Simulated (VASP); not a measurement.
# MgO (Fm-3m) in VASP: notebook

MgO is run at these levels: PBE; tasks: single point.

Program: VASP 6.6.1. These are calculated values, not measurements. Logs are shortened: lines on timing, memory, paths and dates and some standing lists are left out, and cuts for length are marked.

**1. The cell of the first run**

The structure is cubic, space group Fm-3m (No. 225). The conventional cell has a = 4.391 Å, b = 4.391 Å, c = 4.391 Å, α = 90.00°, β = 90.00°, γ = 90.00°. Within 2.9 Å of Mg (site symmetry m-3m) lie 6 O at 2.20 Å. O (site symmetry m-3m) has 6 Mg at 2.20 Å within 2.9 Å.

**2. Single point, PBE**

INCAR reads:

```
  ALGO = Normal
  EDIFF = 1E-6
  ENCUT = 600
  GGA = PE
  GGA_COMPAT = F
  ISIF = 2
  ISMEAR = -1
  LASPH = T
  LCHARG = F
  LREAL = F
  LWAVE = F
  NBANDS = 11
  NELM = 120
  PREC = Accurate
  SIGMA = 0.1
```

KPOINTS reads:

```
k-points
0
Gamma
  7 7 7
```

POSCAR reads:

```
MgO
1.0
    0.0000000000      2.1957500000      2.1957500000
    2.1957500000      0.0000000000      2.1957500000
    2.1957500000      2.1957500000      0.0000000000
Mg O
1 1
Direct
    0.0000000000      0.0000000000      0.0000000000
    0.5000000000      0.5000000000      0.5000000000
```

Potentials or basis: VASP PAW PBE potentials, release 64 (Mg, O).

Command:

```
> cat potpaw_PBE.64/Mg/POTCAR potpaw_PBE.64/O/POTCAR > POTCAR
> mpirun -np 1 vasp_std > vasp.out
```

OUTCAR:

```text
EDIFF = 1E-6
   ENCUT = 600
   GGA = PE
   ISIF = 2
   ISMEAR = -1
   LASPH = T
   LREAL = F
   NELM = 120
   PREC = Accurate

 ion  position               nearest neighbor table
   1  0.000  0.000  0.000-   2 2.20   2 2.20   2 2.20   2 2.20   2 2.20   2 2.20
   2  0.500  0.500  0.500-   1 2.20   1 2.20   1 2.20   1 2.20   1 2.20   1 2.20

  LATTYP: Found a face centered cubic cell.
 ALAT       =     4.3915000000

  Lattice vectors:

 A1 = (   0.0000000000,   2.1957500000,   2.1957500000)
 A2 = (   2.1957500000,   0.0000000000,   2.1957500000)
 A3 = (   2.1957500000,   2.1957500000,   0.0000000000)

Analysis of symmetry for initial positions (statically):
=====================================================================
 Subroutine PRICEL returns:
 Original cell was already a primitive cell.

 Routine SETGRP: Setting up the symmetry group for a
 face centered cubic supercell.

 Subroutine GETGRP returns: Found 48 space group operations
 (whereof 48 operations were pure point group operations)
 out of a pool of 48 trial point group operations.

The static configuration has the point symmetry O_h .

Analysis of symmetry for dynamics (positions and initial velocities):
=====================================================================
 Subroutine PRICEL returns:
 Original cell was already a primitive cell.

 Routine SETGRP: Setting up the symmetry group for a
 face centered cubic supercell.

 Subroutine GETGRP returns: Found 48 space group operations
 (whereof 48 operations were pure point group operations)
 out of a pool of 48 trial point group operations.

The dynamic configuration has the point symmetry O_h .

 Subroutine INISYM returns: Found 48 space group operations
 (whereof 48 operations are pure point group operations),
 and found     1 'primitive' translations

----------------------------------------------------------------------------------------

                                     Primitive cell

  volume of cell :      21.1728

  direct lattice vectors                    reciprocal lattice vectors
     0.000000000  2.195750000  2.195750000    -0.227712627  0.227712627  0.227712627
     2.195750000  0.000000000  2.195750000     0.227712627 -0.227712627  0.227712627
     2.195750000  2.195750000  0.000000000     0.227712627  0.227712627 -0.227712627

  length of vectors
     3.105259430  3.105259430  3.105259430     0.394409839  0.394409839  0.394409839

  position of ions in fractional coordinates (direct lattice)
     0.000000000  0.000000000  0.000000000
     0.500000000  0.500000000  0.500000000

  ion indices of the primitive-cell ions
   primitive index   ion index
                 1           1
                 2           2

----------------------------------------------------------------------------------------

 KPOINTS: k-points

Automatic generation of k-mesh.
 Grid dimensions read from file:
 generate k-points for:    7    7    7

 Generating k-lattice:

  Cartesian coordinates                     Fractional coordinates (reciprocal lattice)
    -0.032530375  0.032530375  0.032530375     0.142857143  0.000000000  0.000000000
     0.032530375 -0.032530375  0.032530375     0.000000000  0.142857143  0.000000000
     0.032530375  0.032530375 -0.032530375     0.000000000  0.000000000  0.142857143

  Length of vectors
     0.056344263  0.056344263  0.056344263

  Shift w.r.t. Gamma in fractional coordinates (k-lattice)
     0.000000000  0.000000000  0.000000000

 Subroutine IBZKPT returns following result:
 ===========================================

 Found     20 irreducible k-points:

 Following reciprocal coordinates:
            Coordinates               Weight
  0.000000  0.000000  0.000000      1.000000
  0.142857  0.000000  0.000000      8.000000
  0.285714  0.000000  0.000000      8.000000
  0.428571  0.000000  0.000000      8.000000
  0.142857  0.142857  0.000000      6.000000
  0.285714  0.142857  0.000000     24.000000
[... 12 lines left out ...]
 -0.428571  0.428571  0.142857     24.000000
 -0.285714  0.428571  0.142857     24.000000
   k-points           NKPTS =     20   k-points in BZ     NKDIM =     20   number of bands    NBANDS=     11
   number of dos      NEDOS =    301   number of ions     NIONS =      2
   total plane-waves  NPLWV =  21952
   dimension x,y,z NGX =    28 NGY =   28 NGZ =   28
   dimension x,y,z NGXF=    56 NGYF=   56 NGZF=   56
   ions per type =               1   1
   NGX,Y,Z   is equivalent  to a cutoff of  14.99, 14.99, 14.99 a.u.
   NGXF,Y,Z  is equivalent  to a cutoff of  29.98, 29.98, 29.98 a.u.
 SYSTEM =  unknown system
   PREC   = accura    normal or accurate (medium, high low for compatibility)
   ISTART =      0    job   : 0-new  1-cont  2-samecut
   ICHARG =      2    charge: 1-file 2-atom 10-const
   ISPIN  =      1    spin polarized calculation?
   LNONCOLLINEAR =      F non collinear calculations
   LSORBIT =      F    spin-orbit coupling
   LASPH  =      T    aspherical Exc in radial PAW
   ENCUT  =  600.0 eV  44.10 Ry    6.64 a.u.   6.20  6.20  6.20*2*pi/ulx,y,z
   NELM   =    120;   NELMIN=  2; NELMDL= -5     # of ELM steps
   EDIFF  = 0.1E-05   stopping-criterion for ELM
   LREAL  =      F    real-space projection
   EDIFFG = 0.1E-04   stopping-criterion for IOM
   NSW    =      0    number of steps for IOM
   IBRION =     -1    ionic relax: 0-MD 1-quasi-New 2-CG
   NFREE  =      0    steps in history (QN), initial steepest desc. (CG)
   ISIF   =      2    stress and relaxation
   ISYM   =      2    0-nonsym 1-usesym 2-fastsym
   POTIM  = 0.5000    time-step for ionic-motion
   TEBEG  =    0.0;   TEEND  =   0.0 temperature during run
   PSTRESS=    0.0 pullay stress
   NELECT =       8.0000    total number of electrons
   NUPDOWN=      -1.0000    fix difference up-down
   EMIN   =  10.00;   EMAX   =-10.00  energy-range for DOS
   EFERMI =   0.00;   METHOD = LEGACY
   ISMEAR =    -1;   SIGMA  =   0.10  broadening in eV -4-tet -1-fermi 0-gaus
   EFERMI_NEDOS =   21; number of points for ismear=-14 and -15
   IALGO  =     38    algorithm
   IMIX   =      4    mixing-type and parameters
     AMIX     =   0.40;   BMIX     =  1.00
     AMIX_MAG =   1.60;   BMIX_MAG =  1.00
  volume/ion in A,a.u.               =      10.59        71.44
  Fermi-wavevector in a.u.,A,eV,Ry     =   1.183528  2.236544 19.058210  1.400739
  Thomas-Fermi vector in A             =   2.319761
   LORBIT       =      0    0 simple, 1 ext, 2 COOP (PROOUT), +10 PAW based schemes
   GGA     = PE    functional components
   LHFCALC =     F    Hartree Fock is set to
   AEXX    =    0.0000 exact exchange contribution
   IVDW    =     0    specifies the selected vdW correction
   LEPSILON=     F    determine dielectric tensor
   LRPA    =     F    only Hartree local field effects (RPA)
 non-spin polarized calculation
  energy-cutoff  :      600.00
  volume of cell :       21.17
 maximum number of plane-waves:       725
 NGX is ok and might be reduce to    28
   NGX = 13   NGY = 13   NGZ = 13

 number of electron       8.0000000 magnetization

 Free energy of the ion-electron system (eV)
  ---------------------------------------------------
  ext. energy  EPLUGINS =         0.00000000
  ---------------------------------------------------
  free energy    TOTEN  =       -11.83104417 eV

  energy without entropy =      -11.83104416  energy(sigma->0) =      -11.83104416

 E-fermi :   4.2395     XC(G=0): -10.5013

 val. band max:        2.3075293661   @ k =   0.0000   0.0000   0.0000
 cond. band min:       5.9093564576   @ k =   0.0000   0.0000   0.0000
 fundamental gap:      3.6018270916
 Fermi energy:         4.2395305441

 k-point     1 :       0.0000    0.0000    0.0000
  band No.  band energies     occupation
      1     -14.3631      2.00000
      2       2.3075      2.00000
      3       2.3075      2.00000
      4       2.3075      2.00000
      5       5.9094      0.00000
      6      17.3945      0.00000
      7      17.3945      0.00000
      8      17.3945      0.00000
      9      20.9942      0.00000
     10      22.6307      0.00000
     11      22.6307      0.00000

 k-point     2 :       0.1429    0.0000    0.0000
  band No.  band energies     occupation
      1     -14.1955      2.00000
      2       1.1809      2.00000
      3       2.2018      2.00000
      4       2.2018      2.00000
      5       7.0528      0.00000
      6      15.4583      0.00000
      7      17.7433      0.00000
      8      17.7433      0.00000
      9      21.2885      0.00000
     10      21.2885      0.00000
     11      22.7558      0.00000

 k-point     3 :       0.2857    0.0000    0.0000
  band No.  band energies     occupation
      1     -13.7886      2.00000
      2      -0.5257      2.00000
      3       1.9760      2.00000
      4       1.9760      2.00000
      5       8.6578      0.00000
      6      13.8141      0.00000
      7      17.8485      0.00000
      8      17.8485      0.00000
      9      21.3562      0.00000
     10      21.3562      0.00000
     11      22.0878      0.00000

 k-point     4 :       0.4286    0.0000    0.0000
  band No.  band energies     occupation
      1     -13.4246      2.00000
      2      -1.6371      2.00000
      3       1.8051      2.00000
      4       1.8051      2.00000
      5       9.3785      0.00000
      6      13.5061      0.00000
      7      17.4319      0.00000
      8      17.4319      0.00000
      9      21.4753      0.00000
     10      22.9178      0.00000
     11      22.9178      0.00000
[... 183 lines left out ...]
 k-point    18 :      -0.4286    0.2857    0.1429
  band No.  band energies     occupation
      1     -13.2583      2.00000
      2      -1.0285      2.00000
      3       0.4974      2.00000
      4       1.4147      2.00000
      5      11.3669      0.00000
      6      13.1118      0.00000
      7      14.3063      0.00000
      8      17.7021      0.00000
      9      21.1470      0.00000
     10      22.8901      0.00000
     11      27.3306      0.00000

 k-point    19 :      -0.4286    0.4286    0.1429
  band No.  band energies     occupation
      1     -13.1810      2.00000
      2      -0.9385      2.00000
      3       0.5950      2.00000
      4       1.0146      2.00000
      5      11.8666      0.00000
      6      12.1936      0.00000
      7      13.8579      0.00000
      8      17.7402      0.00000
      9      20.3181      0.00000
     10      25.3017      0.00000
     11      27.0618      0.00000

 k-point    20 :      -0.2857    0.4286    0.1429
  band No.  band energies     occupation
      1     -13.1394      2.00000
      2      -0.4412      2.00000
      3      -0.2731      2.00000
      4       1.0431      2.00000
      5      12.4689      0.00000
      6      13.0412      0.00000
      7      13.3943      0.00000
      8      16.9162      0.00000
      9      21.2731      0.00000
     10      23.5882      0.00000
     11      27.1263      0.00000

------------------------ aborting loop because EDIFF is reached ----------------------------------------

  FORCE on cell =-STRESS in cart. coord.  units (eV):
  Direction    XX          YY          ZZ          XY          YZ          ZX
  --------------------------------------------------------------------------------------
  -------------------------------------------------------------------------------------
  Total       -1.6740520     -1.6740520     -1.6740520      0.0000000      0.0000000      0.0000000
  in kB     -126.6778979   -126.6778979   -126.6778979      0.0000000      0.0000000      0.0000000
  external PRESSURE =    -126.6778979 kB  Pullay stress =       0.0000000 kB

 VOLUME and BASIS-vectors are now :
 -----------------------------------------------------------------------------
  energy-cutoff  :      600.00
  volume of cell :       21.17
      direct lattice vectors                 reciprocal lattice vectors
     0.000000000  2.195750000  2.195750000    -0.227712627  0.227712627  0.227712627
     2.195750000  0.000000000  2.195750000     0.227712627 -0.227712627  0.227712627
     2.195750000  2.195750000  0.000000000     0.227712627  0.227712627 -0.227712627

 POSITION                                       TOTAL-FORCE (eV/Angst)
 -----------------------------------------------------------------------------------
      0.00000      0.00000      0.00000         0.000000     -0.000000      0.000000
      2.19575      2.19575      2.19575        -0.000000      0.000000     -0.000000
 -----------------------------------------------------------------------------------
    total drift:                                0.000000      0.000000      0.000000

  FREE ENERGIE OF THE ION-ELECTRON SYSTEM (eV)
  ---------------------------------------------------
  free  energy   TOTEN  =       -11.8310441652 eV

  energy  without entropy=      -11.8310441639  energy(sigma->0) =      -11.83104416
```

Wall time 12 s (1 thread of Intel Xeon 8259CL, shared host); peak memory 0.16 GiB.

Results:

- Free energy: -11.8310 eV
- Pressure: -12.7 GPa
- Band gap on the k mesh: 3.60 eV, direct

Expect the measured gap to be larger: semilocal functionals such as PBE lack the derivative discontinuity.

**3. Single point, PBE**

INCAR reads:

```
SYSTEM = MgO
PREC = Accurate ; ENCUT = 600
EDIFF = 1E-6 ; ISMEAR = -1
SIGMA = 0.1 ; LREAL = .False.
LASPH = .True. ; NELM = 120
ALGO = Normal ; ISIF = 2
LWAVE = .False. ; LCHARG = .True.
GGA = PE ; LELF = .True.
LVHAR = .True. ; NBANDS = 11
GGA_COMPAT = .False.
```

KPOINTS reads:

```
Automatic mesh
0
Gamma
  7 7 7
  0 0 0
```

POSCAR is that of step 2.

Potentials or basis: VASP PAW PBE potentials, release 64 (Mg, O).

Command:

```
> cat potpaw_PBE.64/Mg/POTCAR potpaw_PBE.64/O/POTCAR > POTCAR
> mpirun -np 1 vasp_std > vasp.out
```

Run time: 14 s. Hardware: 1 thread of Intel Xeon 8259CL, shared host; peak memory 0.15 GiB.

It converged, with:

```yaml
Free_energy: -11.8310 eV
Pressure: -12.7 GPa
Band_gap_on_the_k_mesh: 3.60 eV, direct
```

Levels at points of the mesh, in eV from the valence-band top:
```tsv
k point	band 1	band 2	band 3	band 4	band 5	band 6	band 7	band 8	band 9
(0.00, 0.00, 0.00)	-16.67	0.00	0.00	0.00	3.60	15.09	15.09	15.09	18.69
```

A hybrid or GW would open this gap; PBE tends to underestimate it.

(Continued in part 2 of 2.)
